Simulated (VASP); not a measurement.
Write the native input for VASP 6.6.1 that does the following.

```
Task                   : single point
Functional             : PBE
Potentials or basis    : VASP PAW PBE potentials, release 64 (Pb_d, Te)
Cutoff                 : 520 eV
k mesh                 : 6 × 6 × 4
Occupations            : fermi-dirac, width 0.02 eV
Spin                   : no spin polarisation
Dipole correction      : no
Further INCAR settings : ALGO = Normal; EDIFF = 1e-07; NBANDS = 28
```

The structure of TePb lies in POSCAR:

```
TePb
1.0
    5.4984073724     -0.0412380553      0.0000000000
   -2.7849168897      4.7823794925      0.0000000000
    0.0000000000      0.0000000000      6.5753564412
Pb Te
2 2
Direct
    0.3339429062      0.6667004219     -0.0620494153
    0.6660570938      0.3332995781      0.4379505847
    0.3355116362      0.6667153657      0.4370494153
    0.6644883638      0.3332846343      0.9370494153
```

This cell differs from its parent crystal: shear xy strain -1.5%.

The input as run:

INCAR

```
SYSTEM = TePb
  ALGO = Normal
  EDIFF = 1E-7
  ENCUT = 520
  GGA = PE
  ISIF = 2
  ISMEAR = -1
  LASPH = .TRUE.
  LCHARG = .FALSE.
  LREAL = .FALSE.
  LWAVE = .FALSE.
  NBANDS = 28
  NELM = 100
  PREC = Accurate
  SIGMA = 0.02
```

KPOINTS

```
k-points
0
G
  6 6 4
  0 0 0
```

Potentials or basis: VASP PAW PBE potentials, release 64 (Pb_d, Te).

Run with:

```bash
$ cat potpaw_PBE.64/Pb_d/POTCAR potpaw_PBE.64/Te/POTCAR > POTCAR
$ mpirun -np 1 vasp_std > vasp.out
```

It gave:

```
Pressure               : 0.5 GPa
Largest force          : 0.003 eV/Å
Band gap on the k mesh : 1.13 eV, direct
```

Caveat: the cell differs from its parent crystal (shear xy strain -1.5%); spin-orbit coupling is left out, which moves the levels of the heavy elements.

Wall time 2.6 min on 1 thread of Intel(R) Xeon(R) 6975P-C (Granite Rapids) (shared host), peak memory 0.45 GiB.
